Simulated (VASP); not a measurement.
# BaTiO3 (R3m) in VASP: a series of runs, part 3 of 3

VASP 6.6.1. Earlier steps stand in the parts before.

## Step 5: Single point, r2SCAN

This run uses another cell than the first one: it holds 15 atoms, not 5.

Contents of POSCAR:

```
BaTiO3
1.0
    2.8400536680     -1.6397057497     -2.3314328258
    0.0000000000      3.2794114995     -2.3314328258
    8.5201610040      4.9191172492      6.9942984775
Ba Ti O
3 3 9
Direct
    0.9972148978      0.9972148978      0.0009283674
    0.9972148978      0.9972148978      0.3342617007
    0.9972148978      0.9972148978      0.6675950341
    0.4837521506      0.4837521506      0.1720826165
    0.4837521506      0.4837521506      0.5054159498
    0.4837521506      0.4837521506      0.8387492831
    0.5102463472      0.0198402573      0.1632512176
    0.5102463472      0.0198402573      0.4965845509
    0.5102463472      0.0198402573      0.8299178843
    0.0198402573      0.5102463472      0.1632512176
    0.0198402573      0.5102463472      0.4965845509
    0.0198402573      0.5102463472      0.8299178843
    0.5102463472      0.5102463472      0.3267199142
    0.5102463472      0.5102463472      0.6600532476
    0.5102463472      0.5102463472      0.9933865809
```

Contents of INCAR.step1:

```
SYSTEM = BaTiO3
PREC = Accurate ; ENCUT = 520
ISMEAR = 0 ; SIGMA = 0.05
LREAL = Auto ; LASPH = .True.
NELM = 80 ; NBANDS = 73
GGA = PE ; ALGO = Normal
EDIFF = 1E-4 ; LWAVE = .True.
LCHARG = .False.
```

Contents of INCAR.step2:

```
SYSTEM = BaTiO3
PREC = Accurate ; ENCUT = 520
EDIFF = 1E-7 ; ISMEAR = 0
SIGMA = 0.05 ; LREAL = Auto
LASPH = .True. ; NELM = 80
ALGO = Normal ; ISIF = 2
LWAVE = .False. ; LCHARG = .False.
METAGGA = R2SCAN ; LMIXTAU = .True.
NBANDS = 73 ; ISTART = 1
```

Contents of KPOINTS:

```
regular mesh
0
Gamma
  6 6 2
  0 0 0
```

Potentials or basis: VASP PAW PBE potentials, release 64 (Ba_sv, Ti_sv, O).

Launch:

```sh
cat potpaw_PBE.64/Ba_sv/POTCAR potpaw_PBE.64/Ti_sv/POTCAR potpaw_PBE.64/O/POTCAR > POTCAR
cp INCAR.step1 INCAR
mpirun -np 1 vasp_std > vasp.out
cp INCAR.step2 INCAR
mpirun -np 1 vasp_std > vasp.out
```

OUTCAR:

```text
SYSTEM = BaTiO3
   PREC = Accurate
   ENCUT = 520
   EDIFF = 1E-7
   ISMEAR = 0
   LREAL = Auto
   LASPH = .True.
   NELM = 80
   ISIF = 2
   METAGGA = R2SCAN
   ISTART = 1

 ion  position               nearest neighbor table
   1  0.997  0.997  0.001-   7 2.78  15 2.78  10 2.78   9 2.84  12 2.84   7 2.84  15 2.84  15 2.84
                            10 2.84   9 2.93  12 2.93  15 2.93   6 3.40   6 3.45   6 3.45   4 3.45
   2  0.997  0.997  0.334-   8 2.78  13 2.78  11 2.78   7 2.84  10 2.84   8 2.84  13 2.84  13 2.84
                            11 2.84   7 2.93  10 2.93  13 2.93   4 3.40   4 3.45   4 3.45   5 3.45
   3  0.997  0.997  0.668-   9 2.78  14 2.78  12 2.78   9 2.84  14 2.84  14 2.84  12 2.84   8 2.84
                            11 2.84  14 2.93   8 2.93  11 2.93   5 3.40   6 3.45   5 3.45   5 3.45
   4  0.484  0.484  0.172-  13 1.87  10 1.87   7 1.87  10 2.16   7 2.16  15 2.16   2 3.40   2 3.45
                             2 3.45   1 3.45   2 3.51   1 3.51   1 3.51   1 3.59
   5  0.484  0.484  0.505-  11 1.87   8 1.87  14 1.87  11 2.16   8 2.16  13 2.16   3 3.40   3 3.45
                             3 3.45   2 3.45   3 3.51   2 3.51   2 3.51   2 3.59
   6  0.484  0.484  0.839-  12 1.87   9 1.87  15 1.87  14 2.16  12 2.16   9 2.16   1 3.40   3 3.45
                             1 3.45   1 3.45   3 3.51   3 3.51   1 3.51   3 3.59
   7  0.510  0.020  0.163-   4 1.87   4 2.16   1 2.78   2 2.84   1 2.84   2 2.93
   8  0.510  0.020  0.497-   5 1.87   5 2.16   2 2.78   2 2.84   3 2.84   3 2.93
   9  0.510  0.020  0.830-   6 1.87   6 2.16   3 2.78   1 2.84   3 2.84   1 2.93
  10  0.020  0.510  0.163-   4 1.87   4 2.16   1 2.78   2 2.84   1 2.84   2 2.93
  11  0.020  0.510  0.497-   5 1.87   5 2.16   2 2.78   2 2.84   3 2.84   3 2.93
  12  0.020  0.510  0.830-   6 1.87   6 2.16   3 2.78   1 2.84   3 2.84   1 2.93
  13  0.510  0.510  0.327-   4 1.87   5 2.16   2 2.78   2 2.84   2 2.84   2 2.93
  14  0.510  0.510  0.660-   5 1.87   6 2.16   3 2.78   3 2.84   3 2.84   3 2.93
  15  0.510  0.510  0.993-   6 1.87   4 2.16   1 2.78   1 2.84   1 2.84   1 2.93

  LATTYP: Found a base centered monoclinic cell.
 ALAT       =     5.7006013602
 B/A-ratio  =     0.9964049364
 C/A-ratio  =     2.1175106361
 COS(beta)  =    -0.0050841794
[... 223 lines left out ...]
  ext. energy  EPLUGINS =         0.00000000
  ---------------------------------------------------
  free energy    TOTEN  =      -222.81236773 eV

  energy without entropy =     -222.81236773  energy(sigma->0) =     -222.81236773

 E-fermi :   3.6764     XC(G=0): -11.8069

 val. band max:        3.3392287707   @ k =   0.5000   0.5000   0.5000
 cond. band min:       6.1875907644   @ k =   0.0000   0.0000   0.0000
 fundamental gap:      2.8483619937
 Fermi energy:         3.6763632967

 k-point     1 :       0.0000    0.0000    0.0000
  band No.  band energies     occupation
      1     -55.1717      2.00000
      2     -55.1710      2.00000
      3     -55.1710      2.00000
      4     -30.4146      2.00000
      5     -30.4146      2.00000
      6     -30.3742      2.00000
[... 1789 lines left out ...]
     71       9.4712      0.00000
     72      10.3582      0.00000

 [... further k-points ...]

 [bands above 72 left out]

------------------------ aborting loop because EDIFF is reached ----------------------------------------

  FORCE on cell =-STRESS in cart. coord.  units (eV):
  Direction    XX          YY          ZZ          XY          YZ          ZX
  --------------------------------------------------------------------------------------
  -------------------------------------------------------------------------------------
  Total        2.4801889      2.4801348      2.2642563      0.0000469      0.0000226      0.0000475
  in kB       20.3332811     20.3328375     18.5630054      0.0003842      0.0001853      0.0003898
  external PRESSURE =      19.7430414 kB  Pullay stress =       0.0000000 kB

 VOLUME and BASIS-vectors are now :
 -----------------------------------------------------------------------------
  energy-cutoff  :      520.00
  volume of cell :      195.43
      direct lattice vectors                 reciprocal lattice vectors
     2.840053668 -1.639705750 -2.331432826     0.176053011 -0.101644253 -0.142973595
     0.000000000  3.279411500 -2.331432826    -0.000000000  0.203288507 -0.142973595
     8.520161004  4.919117249  6.994298478     0.058684337  0.033881418  0.047657865

 POSITION                                       TOTAL-FORCE (eV/Angst)
 -----------------------------------------------------------------------------------
      2.84005      1.63971     -4.64339        -0.000002     -0.000001     -0.029463
      5.68011      3.27941     -2.31195        -0.000002     -0.000001     -0.029463
      8.52016      4.91912      0.01948        -0.000002     -0.000001     -0.029463
      2.84005      1.63971     -1.05207         0.000004      0.000002     -0.167278
      5.68011      3.27941      1.27936         0.000004      0.000002     -0.167278
      8.52016      4.91912      3.61079         0.000004      0.000002     -0.167278
      2.84005      0.03146     -0.09403        -0.000001     -0.073727      0.065581
      5.68011      1.67117      2.23740        -0.000001     -0.073727      0.065581
      8.52016      3.31087      4.56883        -0.000001     -0.073727      0.065581
      1.44727      2.44383     -0.09403        -0.063850      0.036863      0.065581
      4.28733      4.08353      2.23740        -0.063850      0.036863      0.065581
      7.12738      5.72324      4.56883        -0.063850      0.036863      0.065581
      4.23283      2.44383     -0.09403         0.063849      0.036863      0.065578
      7.07289      4.08353      2.23740         0.063849      0.036863      0.065578
      9.91294      5.72324      4.56883         0.063849      0.036863      0.065578
 -----------------------------------------------------------------------------------
    total drift:                                0.000001      0.000001      0.021472

  FREE ENERGIE OF THE ION-ELECTRON SYSTEM (eV)
  ---------------------------------------------------
  free  energy   TOTEN  =      -222.8123677258 eV

  energy  without entropy=     -222.8123677258  energy(sigma->0) =     -222.81236773
```

OUTCAR.step1:

```text
SYSTEM = BaTiO3
   PREC = Accurate
   ENCUT = 520
   ISMEAR = 0
   LREAL = Auto
   LASPH = .True.
[... 2105 lines left out ...]
      4.23283      2.44383     -0.09403         0.098940      0.057123      0.045505
      7.07289      4.08353      2.23740         0.098940      0.057123      0.045505
      9.91294      5.72324      4.56883         0.098940      0.057123      0.045505
 -----------------------------------------------------------------------------------
    total drift:                               -0.000667     -0.000385     -0.000056

  FREE ENERGIE OF THE ION-ELECTRON SYSTEM (eV)
  ---------------------------------------------------
  free  energy   TOTEN  =      -120.0767594535 eV

  energy  without entropy=     -120.0767594535  energy(sigma->0) =     -120.07675945
```

Wall time 18 min (1 thread of Intel Xeon 6975P-C (Granite Rapids), shared host); peak memory 0.43 GiB.

What came out:

| Item | Value |
| --- | --- |
| Free energy | -222.8124 eV |
| Pressure | 2.0 GPa |
| Largest force | 0.167 eV/Å |
| Band gap on the k mesh | 2.85 eV |

Forces on the atoms (eV/Å):
```
Ba   0.000  0.000 -0.029
Ba   0.000  0.000 -0.029
Ba   0.000  0.000 -0.029
Ti   0.000  0.000 -0.167
Ti   0.000  0.000 -0.167
Ti   0.000  0.000 -0.167
O    0.000 -0.074  0.066
O    0.000 -0.074  0.066
O    0.000 -0.074  0.066
O   -0.064  0.037  0.066
O   -0.064  0.037  0.066
O   -0.064  0.037  0.066
O    0.064  0.037  0.066
O    0.064  0.037  0.066
O    0.064  0.037  0.066
```

Levels at points of the mesh, in eV from the valence-band top:
```csv
k point,band 56,band 57,band 58,band 59,band 60,band 61,band 62,band 63,band 64,band 65
"(0.00, 0.00, 0.00)",-0.79,-0.79,-0.58,-0.46,-0.46,2.85,2.85,2.97,2.97,2.99
"(0.50, 0.00, 0.00)",-1.00,-1.00,-0.89,-0.26,-0.26,3.01,3.88,3.88,4.14,4.22
"(0.50, 0.50, 0.00)",-0.28,-0.28,-0.09,-0.03,-0.03,4.23,4.23,4.52,4.52,4.58
"(0.00, 0.00, 0.50)",-0.89,-0.57,-0.57,-0.53,-0.53,2.88,2.88,3.01,3.18,3.18
"(0.50, 0.00, 0.50)",-0.91,-0.86,-0.84,-0.84,-0.09,3.26,3.26,4.15,4.15,4.23
"(0.50, 0.50, 0.50)",-0.07,-0.07,-0.02,-0.02,0.00,4.28,4.28,4.37,4.37,4.64
```

Caveat: the PAW data sets were made with another functional, which shifts forces and pressure a little; spin-orbit coupling is left out, which moves the levels of the heavy elements. A k mesh can miss the band edges.

## Step 6: The runs side by side

```tsv
task	cell	k mesh	cutoff (eV)	smearing	gap on the mesh (eV)	pressure (GPa)	largest force (eV/Å)
relaxation of shape and atoms at fixed volume	relaxed from a = 3.856 Å, 5 atoms, atomic positions A	6 × 6 × 6	660	gaussian 0.02 eV	2.39	26.9	-
relaxation of shape and atoms at fixed volume	relaxed from a = 3.899 Å, 5 atoms, atomic positions B	6 × 6 × 6	660	gaussian 0.02 eV	2.32	17.7	0.01
relaxation of cell and atoms	relaxed from a = 4.004 Å, angles 89.9°, 5 atoms, atomic positions C	6 × 6 × 6	600	gaussian 0.02 eV	2.76	0.0	-
single point	a = 4.024, b = 4.024, c = 12.071 Å, angles 90.2, 90.2, 89.8°, 15 atoms, atomic positions D	6 × 6 × 2	520	gaussian 0.05 eV	2.85	2.0	0.17
```

Alike in all rows: level r2SCAN; potentials or basis VASP PAW PBE potentials, release 64 (Ba_sv, Ti_sv, O); no spin polarisation.

Caveats: the PAW data sets were made with another functional, which shifts forces and pressure a little; spin-orbit coupling is left out, which moves the levels of the heavy elements.

Total energies depend on the potentials used, so only differences within one code and one set of settings carry meaning.
